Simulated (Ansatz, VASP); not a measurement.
# Two plane-wave programs on MgO

INCAR

```
SYSTEM = MgO
PREC     = Accurate       ! precision mode
ENCUT    = 840            ! plane-wave cutoff, eV
EDIFF    = 1E-6           ! SCF threshold, eV
ISMEAR   = 0              ! smearing method
SIGMA    = 0.1            ! smearing width, eV
LREAL    = .FALSE.        ! projectors in reciprocal space
LASPH    = .TRUE.         ! aspherical terms in the spheres
NELM     = 120            ! most SCF steps
ALGO     = Normal         ! electronic algorithm
ISIF     = 2              ! what is computed and relaxed
LWAVE    = .FALSE.        ! write WAVECAR
LCHARG   = .TRUE.         ! write CHGCAR
LELF     = .TRUE.         ! ELF
LVHAR    = .TRUE.       
NBANDS   = 15             ! bands
GGA_COMPAT= .FALSE.
```

KPOINTS

```
Automatic mesh
0
G
  8 8 8
  0 0 0
```

The input POSCAR:

```
MgO
1.0
    0.0000000000      2.1060000000      2.1060000000
    2.1060000000      0.0000000000      2.1060000000
    2.1060000000      2.1060000000      0.0000000000
Mg O
1 1
Direct
    0.0000000000      0.0000000000      0.0000000000
    0.5000000000      0.5000000000      0.5000000000
```

Input for Ansatz:

```yaml
crystal:
  lattice:
    - [0.0, 2.106, 2.106]
    - [2.106, 0.0, 2.106]
    - [2.106, 2.106, 0.0]
  atoms:
    - { symbol: Mg, position: [0.0, 0.0, 0.0] }
    - { symbol: O, position: [0.5, 0.5, 0.5] }
basis:
  ecutwfc: 420
kpoints:
  mp_grid: { grid: [8, 8, 8] }
hamiltonian:
  xc: lda
  pseudopotentials: { kind: paw, azcp: { folder: soft_1 } }
scf:
  occupations: { method: gaussian, width: 0.1 }
output:
  forces: true
  stress: true
  eigenvalues: true
```

Alike in both runs: task single point; functional LDA; k mesh 8 × 8 × 8; occupations gaussian, width 0.1 eV; no spin polarisation.

```csv
,VASP,Ansatz
version,VASP 6.6.1,Ansatz 0.2.0
potentials or method,"VASP PAW LDA potentials, release 64 (Mg_sv, O), cutoff 840 eV","scalar-relativistic, plane waves, PAW"
valence electrons in the cell,16,16
```

```csv
,VASP,Ansatz,Ansatz less VASP
gap on the k mesh at the Fermi level (eV),4.67,4.66,-0.006
least direct gap on the mesh (eV),4.67,4.66,-0.006
pressure (GPa),-5.5,-5.9,-0.34
```

Ansatz warns that its potentials were made for another functional, while VASP's fit it. LDA's correlation is that of Perdew and Zunger in VASP and of Perdew and Wang (1992) in Ansatz.
